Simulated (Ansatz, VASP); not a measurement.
SnSe2: VASP beside Ansatz

POSCAR

```
SnSe2
1.0
    3.8251493298      0.0000000000      0.0000000000
   -1.9125746649      3.3126764929      0.0000000000
    0.0000000000      0.0000000000      6.1648082737
Sn Se
1 2
Direct
    0.0000000000      0.0000000000      0.0000000000
    0.3333333333      0.6666666667      0.2554203647
    0.6666666667      0.3333333333      0.7445796353
```

Contents of INCAR.step1:

```
PREC = Accurate
ENCUT = 520
ISMEAR = 0
SIGMA = 0.01
LREAL = False
LASPH = True
NELM = 100
NBANDS = 20
GGA = PE
ALGO = Normal
EDIFF = 1E-4
LWAVE = True
LCHARG = False
```

File INCAR.step2:

```
PREC = Accurate
ENCUT = 520
EDIFF = 1E-6
ISMEAR = 0
SIGMA = 0.01
LREAL = False
LASPH = True
NELM = 100
ALGO = Normal
ISIF = 2
LWAVE = False
LCHARG = True
METAGGA = R2SCAN
LMIXTAU = True
LELF = True
LVHAR = True
NBANDS = 20
ISTART = 1
```

Contents of KPOINTS:

```
Automatic mesh
0
Gamma
  12 12 4
```

Input for Ansatz:

```yaml
crystal:
  lattice:
    - [3.8251493298, 0.0, 0.0]
    - [-1.9125746649, 3.3126764929, 0.0]
    - [0.0, 0.0, 6.1648082737]
  atoms:
    - { symbol: Sn, position: [0.0, 0.0, 0.0] }
    - { symbol: Se, position: [0.3333333333, 0.6666666667, 0.2554203647] }
    - { symbol: Se, position: [0.6666666667, 0.3333333333, 0.7445796353] }
kpoints:
  mp_grid: { grid: [12, 12, 4] }
  band_path:
    path:
      - [0.0, 0.0, 0.0]
      - [0.5, 0.0, 0.0]
      - [0.3333333333, 0.3333333333, 0.0]
      - [0.0, 0.0, 0.5]
      - [0.5, 0.0, 0.5]
      - [0.3333333333, 0.3333333333, 0.5]
      - [-0.080729, 0.161458, 0.0]
      - [0.0, 0.453125, 0.341146]
    npoints: 1
hamiltonian:
  xc: r2scan
scf:
  occupations: { method: fixed }
  n_extra_bands: 4
output:
  forces: true
  stress: true
  eigenvalues: true
```

Change from the starting cell: uniaxial_z strain -1.0%.

Alike in both runs: task single point; functional r2SCAN; k mesh 12 × 12 × 4; no spin polarisation.

```csv
,VASP,Ansatz
version,VASP 6.6.1,Ansatz 0.2.0
potentials or method,"VASP PAW PBE potentials, release 64 (Sn_d, Se)","plane waves, PAW"
plane-wave cutoff (eV),520,500
occupations,"gaussian, width 0.01 eV",fixed
valence electrons in the cell,26,46
```

```tsv
	VASP	Ansatz	Ansatz less VASP
gap on the k mesh at the Fermi level (eV)	0.98	0.98	0.000
pressure (GPa)	1.2	1.1	-0.05
traceless stress, the component that is largest in VASP (GPa)	0.07	0.08	+0.009
rms of the force components (eV/Å)	0.009	0.016	+0.0063
```

VASP's potentials were made for PBE, not for r2SCAN. Atom by atom the forces differ by 0.006 eV/Å (rms over components). VASP's potentials hold 26 valence electrons a cell and Ansatz's 46, so a difference there can come from the potentials and not from the codes.
